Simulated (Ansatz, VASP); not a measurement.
**SiO2: VASP beside Ansatz**

```
Si O
1.0
     5.07683    0.00000    0.00000
     0.00000    5.07683    0.00000
     0.00000    0.00000    7.05050
Si O
4 8
Direct
  0.30246 0.30246 0.00000
  0.19754 0.80246 0.25000
  0.69754 0.69754 0.50000
  0.80246 0.19754 0.75000
  0.23817 0.10927 0.18145
  0.39073 0.73817 0.43145
  0.76183 0.89073 0.68145
  0.60927 0.26183 0.93145
  0.73817 0.39073 0.56855
  0.89073 0.76183 0.31855
  0.26183 0.60927 0.06855
  0.10927 0.23817 0.81855
```

Alike in both runs: task single point; functional r2SCAN; k mesh 4 × 4 × 4; no spin polarisation.

|  | VASP | Ansatz |
| --- | --- | --- |
| version | VASP 6.6.1 | Ansatz 0.2.0 |
| potentials or method | VASP PAW PBE potentials, release 64 (Si, O) | plane waves, PAW |
| plane-wave cutoff (eV) | 520 | 500 |
| occupations | gaussian, width 0.01 eV | fixed |
| valence electrons in the cell | 64 | 64 |

```tsv
	VASP	Ansatz	Ansatz less VASP
gap on the k mesh at the Fermi level (eV)	6.00	6.00	+0.002
pressure (GPa)	-9.0	-9.1	-0.14
rms of the force components (eV/Å)	0.283	0.283	0.0000
```

VASP's potentials were made for PBE, not for r2SCAN. Atom by atom the forces differ by 0.008 eV/Å (rms over components).
